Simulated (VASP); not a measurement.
# BAs (F-43m) in VASP: a series of runs, part 2 of 2

VASP 6.6.1. Earlier steps stand in the parts before.

## 4. Electric field gradients, PBE (volume scaled by 1.02)

The input, INCAR:

```
SYSTEM = BAs
ALGO = Normal
EDIFF = 1E-8
ENCUT = 520
GGA = PE
ISIF = 2
ISMEAR = -1
LASPH = .True.
LCHARG = .False.
LEFG = .True.
LREAL = .False.
LWAVE = .False.
NBANDS = 11
NELM = 100
PREC = Accurate
SIGMA = 0.03
```

The input, KPOINTS:

```
k-points
0
Gamma
  15 15 15
  0 0 0
```

The input, POSCAR:

```
BAs
1.0
    0.0000000000      2.4043183418      2.4043183418
    2.4043183418      0.0000000000      2.4043183418
    2.4043183418      2.4043183418      0.0000000000
B As
1 1
Direct
    0.0000000000      0.0000000000      0.0000000000
    0.7500000000      0.7500000000      0.7500000000
```

Potentials or basis: VASP PAW PBE potentials, release 64 (B, As).

Command:

```console
> cat potpaw_PBE.64/B/POTCAR potpaw_PBE.64/As/POTCAR > POTCAR
> mpirun -np 1 vasp_std > vasp.out
```

OUTCAR:

```text
SYSTEM = BAs
   EDIFF = 1E-8
   ENCUT = 520
   GGA = PE
   ISIF = 2
   ISMEAR = -1
   LASPH = .True.
   LREAL = .False.
   NELM = 100
   PREC = Accurate

 ion  position               nearest neighbor table
   1  0.000  0.000  0.000-   2 2.08   2 2.08   2 2.08   2 2.08
   2  0.750  0.750  0.750-   1 2.08   1 2.08   1 2.08   1 2.08

  LATTYP: Found a face centered cubic cell.
 ALAT       =     4.8086366836

  Lattice vectors:

 A1 = (   0.0000000000,   2.4043183418,   2.4043183418)
 A2 = (   2.4043183418,   0.0000000000,   2.4043183418)
 A3 = (   2.4043183418,   2.4043183418,   0.0000000000)

Analysis of symmetry for initial positions (statically):
=====================================================================
 Subroutine PRICEL returns:
 Original cell was already a primitive cell.

 Routine SETGRP: Setting up the symmetry group for a
 face centered cubic supercell.

 Subroutine GETGRP returns: Found 24 space group operations
 (whereof 24 operations were pure point group operations)
 out of a pool of 48 trial point group operations.

The static configuration has the point symmetry T_d .

Analysis of symmetry for dynamics (positions and initial velocities):
=====================================================================
 Subroutine PRICEL returns:
 Original cell was already a primitive cell.

 Routine SETGRP: Setting up the symmetry group for a
 face centered cubic supercell.

 Subroutine GETGRP returns: Found 24 space group operations
 (whereof 24 operations were pure point group operations)
 out of a pool of 48 trial point group operations.

The dynamic configuration has the point symmetry T_d .

[... 162 lines left out ...]
      8      10.3455      0.00000
      9      15.3973      0.00000
     10      18.7803      0.00000
     11      18.7803      0.00000
[... 309 lines left out ...]
 k-point    24 :       0.2000    0.1333    0.0000
  band No.  band energies     occupation
      1      -8.6722      2.00000
      2       3.1014      2.00000
      3       4.2528      2.00000
      4       4.4504      2.00000
      5       8.4089      0.00000
      6      10.8933      0.00000
      7      11.4261      0.00000
      8      11.9328      0.00000
      9      15.6462      0.00000
     10      17.6271      0.00000
     11      19.0269      0.00000

 [... further k-points ...]
[... 5 lines left out ...]
  --------------------------------------------------------------------------------------
  -------------------------------------------------------------------------------------
  Total        0.1136510      0.1136510      0.1136510      0.0000000      0.0000000     -0.0000000
  in kB        6.5505507      6.5505507      6.5505507      0.0000000      0.0000000     -0.0000000
  external PRESSURE =       6.5505507 kB  Pullay stress =       0.0000000 kB

 VOLUME and BASIS-vectors are now :
 -----------------------------------------------------------------------------
  energy-cutoff  :      520.00
  volume of cell :       27.80
      direct lattice vectors                 reciprocal lattice vectors
     0.000000000  2.404318342  2.404318342    -0.207959151  0.207959151  0.207959151
     2.404318342  0.000000000  2.404318342     0.207959151 -0.207959151  0.207959151
     2.404318342  2.404318342  0.000000000     0.207959151  0.207959151 -0.207959151

 POSITION                                       TOTAL-FORCE (eV/Angst)
 -----------------------------------------------------------------------------------
      0.00000      0.00000      0.00000        -0.000000     -0.000000     -0.000000
      3.60648      3.60648      3.60648         0.000000      0.000000      0.000000
 -----------------------------------------------------------------------------------
    total drift:                                0.000000      0.000000      0.000000

  FREE ENERGIE OF THE ION-ELECTRON SYSTEM (eV)
  ---------------------------------------------------
  free  energy   TOTEN  =       -11.4137704095 eV

  energy  without entropy=      -11.4137704095  energy(sigma->0) =      -11.41377041

 Electric field gradients (V/A^2)
---------------------------------------------------------------------
 ion       V_xx      V_yy      V_zz      V_xy      V_xz      V_yz
---------------------------------------------------------------------
   1      -0.000     0.000     0.000    -0.000    -0.000    -0.000
   2      -0.000    -0.000     0.000     0.000     0.000     0.000
---------------------------------------------------------------------

 Electric field gradients after diagonalization (V/A^2)
 (convention: |V_zz| > |V_xx| > |V_yy|)
----------------------------------------------------------------------
 ion       V_xx      V_yy      V_zz     asymmetry (V_yy - V_xx)/ V_zz
----------------------------------------------------------------------
   1       0.000     0.000    -0.000       0.000
   2      -0.000    -0.000     0.000       0.000
----------------------------------------------------------------------

           NMR quadrupolar parameters

 Cq : quadrupolar parameter    Cq=e*Q*V_zz/h
 eta: asymmetry parameters     (V_yy - V_xx)/ V_zz
 Q  : nuclear electric quadrupole moment in mb (millibarn)
----------------------------------------------------------------------
 ion       Cq(MHz)       eta       Q (mb)
----------------------------------------------------------------------
   1      -0.000       0.000       1.000
   2       0.000       0.000       1.000
----------------------------------------------------------------------
```

OSZICAR:

```text
N       E                     dE             d eps       ncg     rms          rms(c)
DAV:   1     0.121371866518E+02    0.12137E+02   -0.37730E+03  2640   0.642E+02
DAV:   2    -0.113333844919E+02   -0.23471E+02   -0.22412E+02  3550   0.103E+02
DAV:   3    -0.120134355616E+02   -0.68005E+00   -0.67896E+00  3297   0.165E+01
DAV:   4    -0.120151172371E+02   -0.16817E-02   -0.16816E-02  2942   0.965E-01
DAV:   5    -0.120151198839E+02   -0.26468E-05   -0.26468E-05  3129   0.403E-02    0.479E+00
DAV:   6    -0.114746177961E+02    0.54050E+00   -0.15237E+00  2835   0.496E+00    0.233E+00
DAV:   7    -0.114198060127E+02    0.54812E-01   -0.17860E-01  3108   0.208E+00    0.968E-01
DAV:   8    -0.114133057649E+02    0.65002E-02   -0.19777E-02  3000   0.796E-01    0.962E-02
DAV:   9    -0.114136071298E+02   -0.30136E-03   -0.77346E-04  3023   0.159E-01    0.565E-02
DAV:  10    -0.114137639776E+02   -0.15685E-03   -0.19321E-04  2800   0.845E-02    0.120E-02
DAV:  11    -0.114137700124E+02   -0.60349E-05   -0.55175E-06  3265   0.157E-02    0.101E-02
DAV:  12    -0.114137702411E+02   -0.22868E-06   -0.27865E-06  2775   0.911E-03    0.350E-03
DAV:  13    -0.114137702877E+02   -0.46534E-07   -0.84365E-08  3282   0.188E-03    0.114E-03
DAV:  14    -0.114137704045E+02   -0.11686E-06   -0.13647E-08  2749   0.776E-04    0.131E-04
DAV:  15    -0.114137704095E+02   -0.49573E-08   -0.29395E-10  1347   0.126E-04
   1 F= -.11413770E+02 E0= -.11413770E+02  d E =-.117393E-10
```

It took 42 s on 1 thread of AMD EPYC 9R45 (Zen 5), shared host; peak memory 0.15 GiB.

Results:

```yaml
Free_energy: -11.4138 eV
Pressure: 0.7 GPa
Band_gap_on_the_k_mesh: 1.20 eV, indirect (least direct gap 3.25 eV)
```

Levels at points of the mesh, in eV from the valence-band top:
| k point | band 2 | band 3 | band 4 | band 5 | band 6 | band 7 |
| --- | --- | --- | --- | --- | --- | --- |
| (0.00, 0.00, 0.00) | 0.00 | 0.00 | 0.00 | 3.25 | 3.25 | 3.25 |

Caveat: without QUAD_EFG the Cq values of the log hold for a quadrupole moment of 1 mb, not for the nuclei. A k mesh can miss the band edges.

## 5. Electric field gradients, PBE (volume scaled by 1.06)

The input, INCAR:

```
SYSTEM = BAs
PREC = Accurate ; ENCUT = 520
EDIFF = 1E-8 ; ISMEAR = -1
SIGMA = 0.03 ; LREAL = .False.
LASPH = .True. ; NELM = 100
ALGO = Normal ; ISIF = 2
LWAVE = .False. ; LCHARG = .False.
GGA = PE ; LEFG = .True.
NBANDS = 11
```

The input, KPOINTS:

```
regular mesh
0
Gamma
  15 15 15
  0 0 0
```

The input, POSCAR:

```
BAs
1.0
    0.0000000000      2.4353452264      2.4353452264
    2.4353452264      0.0000000000      2.4353452264
    2.4353452264      2.4353452264      0.0000000000
B As
1 1
Direct
    0.0000000000      0.0000000000      0.0000000000
    0.7500000000      0.7500000000      0.7500000000
```

Potentials or basis: VASP PAW PBE potentials, release 64 (B, As).

Command:

```console
> cat potpaw_PBE.64/B/POTCAR potpaw_PBE.64/As/POTCAR > POTCAR
> mpirun -np 1 vasp_std > vasp.out
```

OUTCAR:

```text
SYSTEM = BAs
   PREC = Accurate
   ENCUT = 520
   EDIFF = 1E-8
   ISMEAR = -1
   LREAL = .False.
   LASPH = .True.
   NELM = 100
   ISIF = 2
   GGA = PE

 ion  position               nearest neighbor table
   1  0.000  0.000  0.000-   2 2.11   2 2.11   2 2.11   2 2.11
   2  0.750  0.750  0.750-   1 2.11   1 2.11   1 2.11   1 2.11

  LATTYP: Found a face centered cubic cell.
 ALAT       =     4.8706904528

  Lattice vectors:

 A1 = (   0.0000000000,   2.4353452264,   2.4353452264)
 A2 = (   2.4353452264,   0.0000000000,   2.4353452264)
 A3 = (   2.4353452264,   2.4353452264,   0.0000000000)

Analysis of symmetry for initial positions (statically):
=====================================================================
 Subroutine PRICEL returns:
 Original cell was already a primitive cell.

 Routine SETGRP: Setting up the symmetry group for a
 face centered cubic supercell.

 Subroutine GETGRP returns: Found 24 space group operations
 (whereof 24 operations were pure point group operations)
 out of a pool of 48 trial point group operations.

The static configuration has the point symmetry T_d .

Analysis of symmetry for dynamics (positions and initial velocities):
=====================================================================
 Subroutine PRICEL returns:
 Original cell was already a primitive cell.

 Routine SETGRP: Setting up the symmetry group for a
 face centered cubic supercell.

 Subroutine GETGRP returns: Found 24 space group operations
 (whereof 24 operations were pure point group operations)
 out of a pool of 48 trial point group operations.

The dynamic configuration has the point symmetry T_d .

 Subroutine INISYM returns: Found 24 space group operations
 (whereof 24 operations are pure point group operations),
 and found     1 'primitive' translations

----------------------------------------------------------------------------------------

                                     Primitive cell

  volume of cell :      28.8876

  direct lattice vectors                    reciprocal lattice vectors
     0.000000000  2.435345226  2.435345226    -0.205309701  0.205309701  0.205309701
     2.435345226  0.000000000  2.435345226     0.205309701 -0.205309701  0.205309701
     2.435345226  2.435345226  0.000000000     0.205309701  0.205309701 -0.205309701

  length of vectors
     3.444098248  3.444098248  3.444098248     0.355606833  0.355606833  0.355606833

  position of ions in fractional coordinates (direct lattice)
     0.000000000  0.000000000  0.000000000
     0.750000000  0.750000000  0.750000000

  ion indices of the primitive-cell ions
   primitive index   ion index
                 1           1
                 2           2

----------------------------------------------------------------------------------------

 KPOINTS: regular mesh

Automatic generation of k-mesh.
 Grid dimensions read from file:
[... 74 lines left out ...]
   TEBEG  =    0.0;   TEEND  =   0.0 temperature during run
   PSTRESS=    0.0 pullay stress
   NELECT =       8.0000    total number of electrons
   NUPDOWN=      -1.0000    fix difference up-down
   EMIN   =  10.00;   EMAX   =-10.00  energy-range for DOS
   EFERMI =   0.00;   METHOD = LEGACY
   ISMEAR =    -1;   SIGMA  =   0.03  broadening in eV -4-tet -1-fermi 0-gaus
   EFERMI_NEDOS =   21; number of points for ismear=-14 and -15
   IALGO  =     38    algorithm
   IMIX   =      4    mixing-type and parameters
     AMIX     =   0.40;   BMIX     =  1.00
     AMIX_MAG =   1.60;   BMIX_MAG =  1.00
  volume/ion in A,a.u.               =      14.44        97.47
  Fermi-wavevector in a.u.,A,eV,Ry     =   1.067090  2.016507 15.492690  1.138681
  Thomas-Fermi vector in A             =   2.202695
   LORBIT       =      0    0 simple, 1 ext, 2 COOP (PROOUT), +10 PAW based schemes
   GGA     = PE    functional components
   LHFCALC =     F    Hartree Fock is set to
   AEXX    =    0.0000 exact exchange contribution
   IVDW    =     0    specifies the selected vdW correction
   LEPSILON=     F    determine dielectric tensor
   LRPA    =     F    only Hartree local field effects (RPA)
 non-spin polarized calculation
  energy-cutoff  :      520.00
  volume of cell :       28.89
 maximum number of plane-waves:       794
 NGX is ok and might be reduce to    28
   NGX = 13   NGY = 13   NGZ = 13

 number of electron       7.9999999 magnetization

 Free energy of the ion-electron system (eV)
  ---------------------------------------------------
  ext. energy  EPLUGINS =         0.00000000
  ---------------------------------------------------
  free energy    TOTEN  =       -11.40161776 eV

  energy without entropy =      -11.40161776  energy(sigma->0) =      -11.40161776

 E-fermi :   6.0743     XC(G=0): -10.3335

 val. band max:        5.4985731285   @ k =   0.0000   0.0000   0.0000
 cond. band min:       6.7324031417   @ k =   0.4000   0.4000   0.0000
 fundamental gap:      1.2338300132
 Fermi energy:         6.0742979483

 k-point     1 :       0.0000    0.0000    0.0000
  band No.  band energies     occupation
      1      -9.3845      2.00000
      2       5.4986      2.00000
      3       5.4986      2.00000
      4       5.4986      2.00000
      5       8.7043      0.00000
      6       8.7043      0.00000
      7       8.7043      0.00000
      8       9.4574      0.00000
      9      14.8082      0.00000
     10      18.2178      0.00000
     11      18.2178      0.00000
[... 309 lines left out ...]
 k-point    24 :       0.2000    0.1333    0.0000
  band No.  band energies     occupation
      1      -8.7672      2.00000
      2       2.7150      2.00000
      3       3.9138      2.00000
      4       4.0786      2.00000
      5       7.9802      0.00000
      6      10.2511      0.00000
      7      10.8786      0.00000
      8      11.3254      0.00000
      9      15.0896      0.00000
     10      16.9448      0.00000
     11      18.4667      0.00000

 [... further k-points ...]
[... 5 lines left out ...]
  --------------------------------------------------------------------------------------
  -------------------------------------------------------------------------------------
  Total       -0.7438126     -0.7438126     -0.7438126     -0.0000000     -0.0000000     -0.0000000
  in kB      -41.2536646    -41.2536646    -41.2536646     -0.0000000     -0.0000000     -0.0000000
  external PRESSURE =     -41.2536646 kB  Pullay stress =       0.0000000 kB

 VOLUME and BASIS-vectors are now :
 -----------------------------------------------------------------------------
  energy-cutoff  :      520.00
  volume of cell :       28.89
      direct lattice vectors                 reciprocal lattice vectors
     0.000000000  2.435345226  2.435345226    -0.205309701  0.205309701  0.205309701
     2.435345226  0.000000000  2.435345226     0.205309701 -0.205309701  0.205309701
     2.435345226  2.435345226  0.000000000     0.205309701  0.205309701 -0.205309701

 POSITION                                       TOTAL-FORCE (eV/Angst)
 -----------------------------------------------------------------------------------
      0.00000      0.00000      0.00000         0.000000      0.000000      0.000000
      3.65302      3.65302      3.65302        -0.000000     -0.000000     -0.000000
 -----------------------------------------------------------------------------------
    total drift:                                0.000000      0.000000      0.000000

  FREE ENERGIE OF THE ION-ELECTRON SYSTEM (eV)
  ---------------------------------------------------
  free  energy   TOTEN  =       -11.4016177576 eV

  energy  without entropy=      -11.4016177576  energy(sigma->0) =      -11.40161776

 Electric field gradients (V/A^2)
---------------------------------------------------------------------
 ion       V_xx      V_yy      V_zz      V_xy      V_xz      V_yz
---------------------------------------------------------------------
   1       0.000     0.000     0.000    -0.000    -0.000    -0.000
   2       0.000    -0.000    -0.000     0.000     0.000     0.000
---------------------------------------------------------------------

 Electric field gradients after diagonalization (V/A^2)
 (convention: |V_zz| > |V_xx| > |V_yy|)
----------------------------------------------------------------------
 ion       V_xx      V_yy      V_zz     asymmetry (V_yy - V_xx)/ V_zz
----------------------------------------------------------------------
   1       0.000     0.000    -0.000       0.000
   2      -0.000    -0.000     0.000       0.000
----------------------------------------------------------------------

           NMR quadrupolar parameters

 Cq : quadrupolar parameter    Cq=e*Q*V_zz/h
 eta: asymmetry parameters     (V_yy - V_xx)/ V_zz
 Q  : nuclear electric quadrupole moment in mb (millibarn)
----------------------------------------------------------------------
 ion       Cq(MHz)       eta       Q (mb)
----------------------------------------------------------------------
   1      -0.000       0.000       1.000
   2       0.000       0.000       1.000
----------------------------------------------------------------------
```

OSZICAR:

```text
N       E                     dE             d eps       ncg     rms          rms(c)
DAV:   1     0.119766044522E+02    0.11977E+02   -0.37237E+03  2640   0.636E+02
DAV:   2    -0.111911392549E+02   -0.23168E+02   -0.22150E+02  3574   0.103E+02
DAV:   3    -0.119316759012E+02   -0.74054E+00   -0.73887E+00  3296   0.170E+01
DAV:   4    -0.119338258794E+02   -0.21500E-02   -0.21499E-02  2905   0.104E+00
DAV:   5    -0.119338294534E+02   -0.35740E-05   -0.35739E-05  3142   0.459E-02    0.453E+00
DAV:   6    -0.114535524194E+02    0.48028E+00   -0.14126E+00  2811   0.467E+00    0.221E+00
DAV:   7    -0.114070846806E+02    0.46468E-01   -0.15209E-01  3095   0.193E+00    0.937E-01
DAV:   8    -0.114011506460E+02    0.59340E-02   -0.18811E-02  2988   0.770E-01    0.924E-02
DAV:   9    -0.114014512241E+02   -0.30058E-03   -0.79529E-04  2996   0.157E-01    0.525E-02
DAV:  10    -0.114016108285E+02   -0.15960E-03   -0.19580E-04  2800   0.846E-02    0.116E-02
DAV:  11    -0.114016171973E+02   -0.63687E-05   -0.59378E-06  3270   0.161E-02    0.928E-03
DAV:  12    -0.114016175976E+02   -0.40030E-06   -0.28936E-06  2757   0.929E-03    0.316E-03
DAV:  13    -0.114016176335E+02   -0.35941E-07   -0.80820E-08  3270   0.185E-03    0.110E-03
DAV:  14    -0.114016177535E+02   -0.12002E-06   -0.15168E-08  2729   0.807E-04    0.129E-04
DAV:  15    -0.114016177576E+02   -0.40884E-08   -0.32871E-10  1344   0.132E-04
   1 F= -.11401618E+02 E0= -.11401618E+02  d E =-.651691E-11
```

Wall time 44 s (1 thread of AMD EPYC 9R45 (Zen 5), shared host); peak memory 0.15 GiB.

What came out:

| Quantity | Value |
| --- | --- |
| Free energy | -11.4016 eV |
| Pressure | -4.1 GPa |
| Band gap on the k mesh | 1.23 eV, indirect (least direct gap 3.21 eV) |

Levels at points of the mesh, in eV from the valence-band top:
| k point | band 1 | band 2 | band 3 | band 4 | band 5 | band 6 | band 7 | band 8 | band 9 |
| --- | --- | --- | --- | --- | --- | --- | --- | --- | --- |
| (0.00, 0.00, 0.00) | -14.88 | 0.00 | 0.00 | 0.00 | 3.21 | 3.21 | 3.21 | 3.96 | 9.31 |

Caveat: without QUAD_EFG the Cq values of the log hold for a quadrupole moment of 1 mb, not for the nuclei.

## 6. The runs side by side

| cell | gap on the mesh (eV) | pressure (GPa) |
| --- | --- | --- |
| a = 3.367 Å, angles 60.0°, 2 atoms | 1.17 | 4.9 |
| a = 3.389 Å, angles 60.0°, 2 atoms | 1.19 | 2.0 |
| a = 3.400 Å, angles 60.0°, 2 atoms | 1.20 | 0.7 |
| a = 3.444 Å, angles 60.0°, 2 atoms | 1.23 | -4.1 |

Alike in all rows: task electric field gradients; level PBE; potentials or basis VASP PAW PBE potentials, release 64 (B, As); no spin polarisation; k mesh 15 × 15 × 15; cutoff (eV) 520; smearing fermi-dirac 0.03 eV.

Total energies depend on the potentials used, so only differences within one code and one set of settings carry meaning.
